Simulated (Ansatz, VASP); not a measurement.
One calculation of MgO, two programs

The input INCAR:

```
SYSTEM = MgO
ALGO     = Normal         ! electronic algorithm
EDIFF    = 1E-6           ! SCF threshold, eV
ENCUT    = 520            ! plane-wave cutoff, eV
GGA      = PS             ! functional
ISIF     = 2              ! what is computed and relaxed
ISMEAR   = 0              ! smearing method
LASPH    = .TRUE.         ! aspherical terms in the spheres
LCHARG   = .FALSE.        ! write CHGCAR
LREAL    = .FALSE.        ! projectors in reciprocal space
LWAVE    = .FALSE.        ! write WAVECAR
NBANDS   = 36             ! bands
NELM     = 80             ! most SCF steps
PREC     = Accurate       ! precision mode
SIGMA    = 0.05           ! smearing width, eV
```

KPOINTS

```
k-points
0
G
  9 9 2
  0 0 0
```

File POSCAR:

```
MgO
1.0
    2.1075959645     -2.1075959645      0.0000000000
    2.1075959645      0.0000000000     -2.1075959645
    9.1290846765      8.2860462907      7.4430079049
Mg O
6 6
Direct
    1.0000000000     -0.1526129030      0.3815322575
    0.3333333333      0.2485483872      0.2119623653
    0.6666666667      0.4462258068      0.5511021497
    1.0000000000      0.6439032264      0.8902419341
    0.3333333333      0.0450645166      0.7206720419
    0.6666666667      0.6497096774      0.0423924731
    0.6666666667      0.5479677421      0.2967473114
    0.0000000000     -0.0508709677      0.1271774192
    0.3333333333      0.1468064519      0.4663172036
    0.6666666667      0.3444838715      0.8054569880
    1.0000000000      0.7456451617      0.6358870958
    0.3333333333     -0.0566774187      0.9750268802
```

Input for Ansatz:

```yaml
crystal:
  lattice:
    - [2.1075959645, -2.1075959645, 0.0]
    - [2.1075959645, 0.0, -2.1075959645]
    - [9.1290846765, 8.2860462907, 7.4430079049]
  atoms:
    - { symbol: Mg, position: [1.0, -0.152612903, 0.3815322575] }
    - { symbol: Mg, position: [0.3333333333, 0.2485483872, 0.2119623653] }
    - { symbol: Mg, position: [0.6666666667, 0.4462258068, 0.5511021497] }
    - { symbol: Mg, position: [1.0, 0.6439032264, 0.8902419341] }
    - { symbol: Mg, position: [0.3333333333, 0.0450645166, 0.7206720419] }
    - { symbol: Mg, position: [0.6666666667, 0.6497096774, 0.0423924731] }
    - { symbol: O, position: [0.6666666667, 0.5479677421, 0.2967473114] }
    - { symbol: O, position: [0.0, -0.0508709677, 0.1271774192] }
    - { symbol: O, position: [0.3333333333, 0.1468064519, 0.4663172036] }
    - { symbol: O, position: [0.6666666667, 0.3444838715, 0.805456988] }
    - { symbol: O, position: [1.0, 0.7456451617, 0.6358870958] }
    - { symbol: O, position: [0.3333333333, -0.0566774187, 0.9750268802] }
basis:
  ecutwfc: 520.0
kpoints:
  mp_grid: { grid: [9, 9, 2] }
hamiltonian:
  xc: pbesol
  pseudopotentials: { kind: paw, azcp: { folder: soft_1 } }
scf:
  occupations: { method: gaussian, width: 0.05 }
output:
  forces: true
  stress: true
  eigenvalues: true
```

Alike in both runs: task single point; functional PBEsol; k mesh 9 × 9 × 2; occupations gaussian, width 0.05 eV; no spin polarisation.

|  | VASP | Ansatz |
| --- | --- | --- |
| version | VASP 6.6.1 | Ansatz 0.2.0 |
| potentials or method | VASP PAW PBE potentials, release 64 (Mg, O), cutoff 520 eV | scalar-relativistic, plane waves, PAW |
| valence electrons in the cell | 48 | 96 |

```tsv
	VASP	Ansatz	Ansatz less VASP
gap on the k mesh at the Fermi level (eV)	4.03	4.06	+0.025
least direct gap on the mesh (eV)	4.03	4.06	+0.025
pressure (GPa)	25.1	23.0	-2.06
traceless stress, the component that is largest in VASP (GPa)	32.73	29.34	-3.392
rms of the force components (eV/Å)	8.740	7.806	-0.9350
```

VASP's potentials were made for PBE, not for PBEsol, and Ansatz warns of the same on its side. Atom by atom the forces differ by 0.937 eV/Å (rms over components). VASP's potentials hold 48 valence electrons a cell and Ansatz's 96, so a difference there can come from the potentials and not from the codes.
